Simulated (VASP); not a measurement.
Set up this calculation in VASP 6.6.1, as the native input.

```yaml
Task: single point
Functional: PBE
Potentials_or_basis: VASP PAW PBE potentials, release 64 (Zn)
Cutoff: 520 eV
k_mesh: 25 × 25 × 25
Occupations: fermi-dirac, width 0.0612256 eV
Spin: no spin polarisation
Dipole_correction: no
Further_INCAR_settings: ALGO = Normal; EDIFF = 1e-07; NBANDS = 12
```

The structure of Zn lies in POSCAR:

```
Zn
1.0
   -1.5760564744      1.5760564744      1.5760564744
    1.5760564744     -1.5760564744      1.5760564744
    1.5760564744      1.5760564744     -1.5760564744
Zn
1
Direct
    0.0000000000      0.0000000000      0.0000000000
```

This isn't the form of Zn at room conditions, which is hcp.

One way to write it, as run:

INCAR

```
SYSTEM = Zn
ALGO = Normal ; EDIFF = 1E-7
ENCUT = 520 ; GGA = PE
ISIF = 2 ; ISMEAR = -1
LASPH = .True. ; LCHARG = .False.
LREAL = .False. ; LWAVE = .False.
NBANDS = 12 ; NELM = 80
PREC = Accurate ; SIGMA = 0.06122561905347299
```

KPOINTS

```
k-points
0
Gamma
  25 25 25
  0 0 0
```

Potentials or basis: VASP PAW PBE potentials, release 64 (Zn).

Run with:

```bash
$ cat potpaw_PBE.64/Zn/POTCAR > POTCAR
$ mpirun -np 1 vasp_std > vasp.out
```

Results of the run:

```json
{
  "Pressure": "-0.8 GPa",
  "Band gap on the k mesh": "zero (bands 6 and 7 overlap by 4.83 eV)"
}
```

Wall time 83 s on 1 thread of Intel Xeon 8259CL, on a shared host, peak memory 0.19 GiB.
